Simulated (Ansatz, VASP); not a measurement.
# One calculation of AgBr, two programs

INCAR

```
PREC = Accurate
ENCUT = 500
EDIFF = 1E-6
ISMEAR = 0
SIGMA = 0.05
LREAL = False
LASPH = True
NELM = 120
ALGO = Normal
ISIF = 2
LWAVE = False
LCHARG = False
GGA = PE
NBANDS = 16
GGA_COMPAT = False
```

KPOINTS

```
Automatic mesh
0
Gamma
  10 10 10
```

File POSCAR:

```
AgBr
1.0
    0.0000000000      2.9586845677      2.9586845677
    2.9586845677      0.0000000000      2.9586845677
    2.9586845677      2.9586845677      0.0000000000
Ag Br
1 1
Direct
    0.5000000000      0.5000000000      0.5000000000
    0.0000000000      0.0000000000      0.0000000000
```

Input for Ansatz:

```yaml
crystal:
  lattice:
    - [0.0, 2.9586845677, 2.9586845677]
    - [2.9586845677, 0.0, 2.9586845677]
    - [2.9586845677, 2.9586845677, 0.0]
  atoms:
    - { symbol: Ag, position: [0.5, 0.5, 0.5] }
    - { symbol: Br, position: [0.0, 0.0, 0.0] }
basis:
  ecutwfc: 420
  ecutrho_ratio: 4
kpoints:
  mp_grid: { grid: [10, 10, 10] }
hamiltonian:
  xc: pbe
scf:
  occupations: { method: gaussian, width: 0.05 }
output:
  forces: true
  stress: true
  eigenvalues: true
  write_density: true
  write_potential: true
  elf: true
  volumetric_format: npy
```

Alike in both runs: task single point; functional PBE; k mesh 10 × 10 × 10; occupations gaussian, width 0.05 eV; no spin polarisation.

```csv
,VASP,Ansatz
version,VASP 6.6.1,Ansatz 0.2.0
potentials or method,"VASP PAW PBE potentials, release 64 (Ag, Br), cutoff 500 eV","scalar-relativistic, plane waves, PAW"
valence electrons in the cell,18,26
```

|  | VASP | Ansatz | Ansatz less VASP |
| --- | --- | --- | --- |
| gap on the k mesh at the Fermi level (eV) | 0.71 | 0.71 | +0.001 |
| least direct gap on the mesh (eV) | 2.32 | 2.32 | +0.001 |
| pressure (GPa) | -1.4 | -1.4 | +0.03 |

The functional is the same, so the differences come from potentials, cutoffs and numerics. VASP's potentials hold 18 valence electrons a cell and Ansatz's 26, so a difference there can come from the potentials and not from the codes.
